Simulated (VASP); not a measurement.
# ZnO (P4_2/mnm) in VASP: notebook, part 3 of 3

VASP 6.6.1.

## Step 6: Single point, PBE (13.28 Å³/atom)

This run uses another cell than the first one, of 13.28 Å³/atom.

INCAR reads:

```
SYSTEM = ZnO
PREC = Accurate
ENCUT = 520
EDIFF = 1E-6
ISMEAR = 0
SIGMA = 0.02
LREAL = .FALSE.
LASPH = .TRUE.
NELM = 60
ALGO = Normal
ISIF = 2
LWAVE = .FALSE.
LCHARG = .FALSE.
GGA = PE
NBANDS = 46
```

KPOINTS reads:

```
Automatic mesh
0
G
  6 6 8
  0 0 0
```

POSCAR reads:

```
ZnO
1.0
    5.6794800496      0.0000000000      0.0000000000
    0.0000000000      5.6794800496      0.0000000000
    0.0000000000      0.0000000000      3.2933883143
Zn O
4 4
Direct
    0.1810282078      0.1810282078      0.5000000000
    0.8189717922      0.8189717922      0.5000000000
    0.6810282078      0.3189717922      0.0000000000
    0.3189717922      0.6810282078      0.0000000000
    0.8189945007      0.1810054993      0.5000000000
    0.1810054993      0.8189945007      0.5000000000
    0.6810054993      0.6810054993      0.0000000000
    0.3189945007      0.3189945007      0.0000000000
```

Potentials or basis: VASP PAW PBE potentials, release 64 (Zn, O).

Started as:

```sh
> cat potpaw_PBE.64/Zn/POTCAR potpaw_PBE.64/O/POTCAR > POTCAR
> mpirun -np 1 vasp_std > vasp.out
```

OUTCAR:

```text
SYSTEM = ZnO
   PREC = Accurate
   ENCUT = 520
   EDIFF = 1E-6
   ISMEAR = 0
   LREAL = .FALSE.
   LASPH = .TRUE.
   NELM = 60
   ISIF = 2
   GGA = PE

 ion  position               nearest neighbor table
   1  0.181  0.181  0.500-   8 1.98   8 1.98   5 2.06   6 2.06   2 2.91
   2  0.819  0.819  0.500-   7 1.98   7 1.98   5 2.06   6 2.06   1 2.91
   3  0.681  0.319  0.000-   5 1.98   5 1.98   8 2.06   7 2.06   4 2.91
   4  0.319  0.681  0.000-   6 1.98   6 1.98   8 2.06   7 2.06   3 2.91
   5  0.819  0.181  0.500-   3 1.98   3 1.98   1 2.06   2 2.06
   6  0.181  0.819  0.500-   4 1.98   4 1.98   1 2.06   2 2.06
   7  0.681  0.681  0.000-   2 1.98   2 1.98   4 2.06   3 2.06
   8  0.319  0.319  0.000-   1 1.98   1 1.98   4 2.06   3 2.06

  LATTYP: Found a simple tetragonal cell.
 ALAT       =     5.6794800496
 C/A-ratio  =     0.5798749684

  Lattice vectors:

 A1 = (   5.6794800496,   0.0000000000,   0.0000000000)
 A2 = (   0.0000000000,   5.6794800496,   0.0000000000)
 A3 = (   0.0000000000,   0.0000000000,   3.2933883143)

[... 192 lines left out ...]
 fundamental gap:      0.7011508142
 Fermi energy:         0.6130741712

 k-point     1 :       0.0000    0.0000    0.0000
  band No.  band energies     occupation
      1     -17.1890      2.00000
      2     -16.5731      2.00000
      3     -16.5731      2.00000
      4     -16.5055      2.00000
      5      -5.4780      2.00000
      6      -5.3283      2.00000
[... 1165 lines left out ...]
     45       9.8127      0.00000
     46       9.8127      0.00000

 [... further k-points ...]

------------------------ aborting loop because EDIFF is reached ----------------------------------------

  FORCE on cell =-STRESS in cart. coord.  units (eV):
  Direction    XX          YY          ZZ          XY          YZ          ZX
  --------------------------------------------------------------------------------------
  -------------------------------------------------------------------------------------
  Total       -1.7457817     -1.7457817     -1.5565191      0.0000000      0.0000000      0.0000000
  in kB      -26.3293672    -26.3293672    -23.4749643      0.0000000      0.0000000      0.0000000
  external PRESSURE =     -25.3778995 kB  Pullay stress =       0.0000000 kB

 VOLUME and BASIS-vectors are now :
 -----------------------------------------------------------------------------
  energy-cutoff  :      520.00
  volume of cell :      106.23
      direct lattice vectors                 reciprocal lattice vectors
     5.679480050  0.000000000  0.000000000     0.176072456  0.000000000  0.000000000
     0.000000000  5.679480050  0.000000000     0.000000000  0.176072456  0.000000000
     0.000000000  0.000000000  3.293388314     0.000000000  0.000000000  0.303638656

 POSITION                                       TOTAL-FORCE (eV/Angst)
 -----------------------------------------------------------------------------------
      1.02815      1.02815      1.64669        -0.007057     -0.007057     -0.000000
      4.65133      4.65133      1.64669         0.007057      0.007057     -0.000000
      3.86789      1.81159      0.00000        -0.007057      0.007057     -0.000000
      1.81159      3.86789      0.00000         0.007057     -0.007057     -0.000000
      4.65146      1.02802      1.64669         0.012235     -0.012235      0.000000
      1.02802      4.65146      1.64669        -0.012235      0.012235     -0.000000
      3.86776      3.86776      0.00000        -0.012235     -0.012235      0.000000
      1.81172      1.81172      0.00000         0.012235      0.012235     -0.000000
 -----------------------------------------------------------------------------------
    total drift:                                0.000000      0.000000      0.000000

  FREE ENERGIE OF THE ION-ELECTRON SYSTEM (eV)
  ---------------------------------------------------
  free  energy   TOTEN  =       -35.5232799163 eV

  energy  without entropy=      -35.5232799163  energy(sigma->0) =      -35.52327992
```

stdout:

```text
POSCAR found type information on POSCAR ZnO
 POSCAR found :  2 types and       8 ions
 scaLAPACK will be used
 LDA part: xc-table for (Slater+PW92), standard interpolation
 POSCAR, INCAR and KPOINTS ok, starting setup
 FFT: planning ... GRIDC
 FFT: planning ... GRID_SOFT
 FFT: planning ... GRID
 WAVECAR not read
 entering main loop
```

Run time: 3.1 min. Hardware: 1 thread of Intel Xeon Platinum 8488C (Sapphire Rapids), shared host; peak memory 0.31 GiB.

What came out:

| Property | Result |
| --- | --- |
| Free energy | -35.5233 eV |
| Pressure | -2.5 GPa |
| Largest force | 0.017 eV/Å |
| Band gap on the k mesh | 0.70 eV |

Forces in eV/Å, atoms in the order of the input:
```
Zn  -0.007 -0.007  0.000
Zn   0.007  0.007  0.000
Zn  -0.007  0.007  0.000
Zn   0.007 -0.007  0.000
O    0.012 -0.012  0.000
O   -0.012  0.012  0.000
O   -0.012 -0.012  0.000
O    0.012  0.012  0.000
```

Stress tensor (GPa, compression positive):
```
-2.63  0.00  0.00
 0.00 -2.63  0.00
 0.00  0.00 -2.35
```

Caveat: semilocal functionals underestimate gaps, and a narrow one can read as zero.

## Step 7: Single point, PBE (13.67 Å³/atom)

This run uses another cell than the first one, of 13.67 Å³/atom.

INCAR reads:

```
ALGO     = Normal         # electronic algorithm
EDIFF    = 1E-6           # SCF threshold, eV
ENCUT    = 520            # plane-wave cutoff, eV
GGA      = PE             # functional
ISIF     = 2              # what is computed and relaxed
ISMEAR   = 0              # smearing method
LASPH    = True           # aspherical terms in the spheres
LCHARG   = True           # write CHGCAR
LELF     = True           # ELF
LREAL    = False          # projectors in reciprocal space
LVHAR    = True         
LWAVE    = False          # write WAVECAR
NBANDS   = 46             # bands
NELM     = 80             # most SCF steps
PREC     = Accurate       # precision mode
SIGMA    = 0.02           # smearing width, eV
```

KPOINTS reads:

```
k-points
0
Gamma
  6 6 8
```

POSCAR reads:

```
ZnO
1.0
    5.7458801825      0.0000000000      0.0000000000
    0.0000000000      5.7458801825      0.0000000000
    0.0000000000      0.0000000000      3.3114302091
Zn O
4 4
Direct
    0.1807459700      0.1807459700      0.5000000000
    0.8192540300      0.8192540300      0.5000000000
    0.6807459700      0.3192540300      0.0000000000
    0.3192540300      0.6807459700      0.0000000000
    0.8196237628      0.1803762372      0.5000000000
    0.1803762372      0.8196237628      0.5000000000
    0.6803762372      0.6803762372      0.0000000000
    0.3196237628      0.3196237628      0.0000000000
```

Started as:

```sh
> cat potpaw_PBE.64/Zn/POTCAR potpaw_PBE.64/O/POTCAR > POTCAR
> mpirun -np 1 vasp_std > vasp.out
```

It took 3.7 min on 1 thread of Intel Xeon Platinum 8488C (Sapphire Rapids), shared host; peak memory 0.34 GiB.

It converged, with:

- Free energy: -35.4489 eV
- Pressure: -5.4 GPa
- Largest force: 0.018 eV/Å
- Band gap on the k mesh: 0.66 eV

Forces on the atoms (eV/Å):
```
Zn  -0.012 -0.012  0.000
Zn   0.012  0.012  0.000
Zn  -0.012  0.012  0.000
Zn   0.012 -0.012  0.000
O    0.013 -0.013  0.000
O   -0.013  0.013  0.000
O   -0.013 -0.013  0.000
O    0.013  0.013  0.000
```

Stress tensor (GPa, compression positive):
```
-5.52  0.00  0.00
 0.00 -5.52  0.00
 0.00  0.00 -5.26
```

Levels at points of the mesh, in eV from the valence-band top:
```
           k point  band 33  band 34  band 35  band 36  band 37  band 38  band 39  band 40
(0.00, 0.00, 0.00)    -0.38    -0.19    -0.19     0.00     0.66     4.89     4.89     6.91
(0.50, 0.00, 0.00)    -0.49    -0.49    -0.35    -0.35     2.98     2.98     5.84     5.84
(0.50, 0.50, 0.00)    -0.74    -0.74    -0.72    -0.72     3.98     3.98     4.49     4.49
(0.00, 0.00, 0.50)    -1.55    -1.55    -1.21    -1.21     5.52     5.52     7.61     7.61
(0.50, 0.00, 0.50)    -1.36    -1.36    -0.94    -0.94     5.57     5.57     6.67     6.67
(0.50, 0.50, 0.50)    -1.23    -1.23    -1.16    -1.16     5.55     5.55     5.55     5.55
```

Caveat: the cell stands under tension; semilocal functionals underestimate gaps, and a narrow one can read as zero.

## Step 8: Overview

```tsv
cell	gap on the mesh (eV)	pressure (GPa)	largest force (eV/Å)
a = 5.338, b = 5.338, c = 3.293 Å, 8 atoms, atomic positions A	0.96	13.8	0.01
a = 5.445, b = 5.445, c = 3.270 Å, 8 atoms, atomic positions B	0.86	9.1	0.01
a = 5.532, b = 5.532, c = 3.269 Å, 8 atoms, atomic positions C	0.79	4.7	0.01
a = 5.608, b = 5.608, c = 3.280 Å, 8 atoms, atomic positions D	0.75	0.8	0.01
a = 5.679, b = 5.679, c = 3.293 Å, 8 atoms, atomic positions E	0.70	-2.5	0.02
a = 5.746, b = 5.746, c = 3.311 Å, 8 atoms, atomic positions F	0.66	-5.4	0.02
```

Alike in all rows: task single point; level PBE; potentials or basis VASP PAW PBE potentials, release 64 (Zn, O); no spin polarisation; k mesh 6 × 6 × 8; cutoff (eV) 520; smearing gaussian 0.02 eV.

Caveats: semilocal functionals underestimate gaps, and a narrow one can read as zero (at least some runs); the cell stands under pressure (at least some runs); the cell stands under tension (at least some runs).

Absolute energies hang on the potentials; compare differences alone.
